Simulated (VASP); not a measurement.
Write the native input for VASP 6.6.1 that does the following.

```
Task                   : single point
Functional             : LDA
Potentials or basis    : VASP PAW LDA potentials, release 64 (Ti_sv, Al)
Cutoff                 : 520 eV
k mesh                 : 15 × 15 × 6
Occupations            : gaussian, width 0.15 eV
Spin                   : no spin polarisation
Dipole correction      : no
Further INCAR settings : ALGO = Fast; EDIFF = 1e-07; NBANDS = 28
```

The structure of Ti3Al lies in POSCAR:

```
Ti3Al
1.0
    2.8609400907      0.0000000000      0.0000000000
   -1.4304700453      2.4776467973      0.0000000000
    0.0000000000      0.0000000000      9.0513401041
Ti Al
3 1
Direct
    0.5672516275      0.2267806155      0.0000000000
    0.3677747039      0.7035808164      0.7515223620
    0.3677747039      0.7035808164      0.2484776380
    0.7208329446      0.3913885750      0.5000000000
```

This cell differs from its parent crystal: atoms displaced along several vibrational modes.

These files were run (other wordings do the same):

INCAR

```
ALGO     = Fast           # electronic algorithm
EDIFF    = 1E-7           # SCF threshold, eV
ENCUT    = 520            # plane-wave cutoff, eV
GGA      = CA             # functional
ISIF     = 2              # what is computed and relaxed
ISMEAR   = 0              # smearing method
LASPH    = T              # aspherical terms in the spheres
LCHARG   = F              # write CHGCAR
LREAL    = F              # projectors in reciprocal space
LWAVE    = F              # write WAVECAR
NBANDS   = 28             # bands
NELM     = 60             # most SCF steps
PREC     = Accurate       # precision mode
SIGMA    = 0.15           # smearing width, eV
```

KPOINTS

```
k-points
0
Gamma
  15 15 6
```

Potentials or basis: VASP PAW LDA potentials, release 64 (Ti_sv, Al).

The run is started by

```sh
$ cat potpaw_LDA.64/Ti_sv/POTCAR potpaw_LDA.64/Al/POTCAR > POTCAR
$ mpirun -np 1 vasp_std > vasp.out
```

It gave:

| Property | Result |
| --- | --- |
| Pressure | -0.7 GPa |
| Largest force | 0.452 eV/Å |
| Band gap on the k mesh | zero (an odd number of electrons rules out a gap without spin polarisation) |

Caveat: the cell differs from its parent crystal (atoms displaced along several vibrational modes).

Wall time 42 min on 1 thread of Intel(R) Xeon(R) Platinum 8488C (Sapphire Rapids) (shared host), peak memory 0.69 GiB.
